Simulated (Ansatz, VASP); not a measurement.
One calculation of Cs, two programs

INCAR

```
SYSTEM = Cs
PREC = Accurate
ENCUT = 520
EDIFF = 1E-6
ISMEAR = -1
SIGMA = 0.05
LREAL = .FALSE.
LASPH = .TRUE.
NELM = 60
ALGO = Fast
ISIF = 2
LWAVE = .FALSE.
LCHARG = .FALSE.
GGA = PE
NBANDS = 10
```

File KPOINTS:

```
regular mesh
0
G
  6 6 6
  0 0 0
```

Contents of POSCAR:

```
Cs
1.0
   -3.1696337965      3.1696337965      3.1696337965
    3.1696337965     -3.1696337965      3.1696337965
    3.1696337965      3.1696337965     -3.1696337965
Cs
1
Direct
    0.0000000000      0.0000000000      0.0000000000
```

File input.yaml:

```yaml
crystal:
  lattice:
    - [-3.1696337965, 3.1696337965, 3.1696337965]
    - [3.1696337965, -3.1696337965, 3.1696337965]
    - [3.1696337965, 3.1696337965, -3.1696337965]
  atoms:
    - { symbol: Cs, position: [0.0, 0.0, 0.0] }
hamiltonian:
  xc: pbe
  pseudopotentials: { kind: paw }
kpoints:
  mp_grid: { grid: [6, 6, 6] }
scf:
  occupations: { method: fermi_dirac, width: 0.05 }
output:
  forces: true
  stress: true
  eigenvalues: true
```

Alike in both runs: task single point; functional PBE; k mesh 6 × 6 × 6; occupations fermi-dirac, width 0.05 eV; no spin polarisation.

|  | VASP | Ansatz |
| --- | --- | --- |
| version | VASP 6.6.1 | Ansatz 0.2.0 |
| potentials or method | VASP PAW PBE potentials, release 64 (Cs_sv) | Ansatz PAW |
| plane-wave cutoff (eV) | 520 | 420 |
| valence electrons in the cell | 9 | 9 |

|  | VASP | Ansatz | Ansatz less VASP |
| --- | --- | --- | --- |
| gap on the k mesh at the Fermi level (eV) | none | none | - |
| pressure (GPa) | -0.1 | -0.1 | +0.01 |

A gap of «none» marks a metal or a gap that the smearing closes. The functional is the same, so the differences come from potentials, cutoffs and numerics.

Spin-orbit coupling is off throughout.
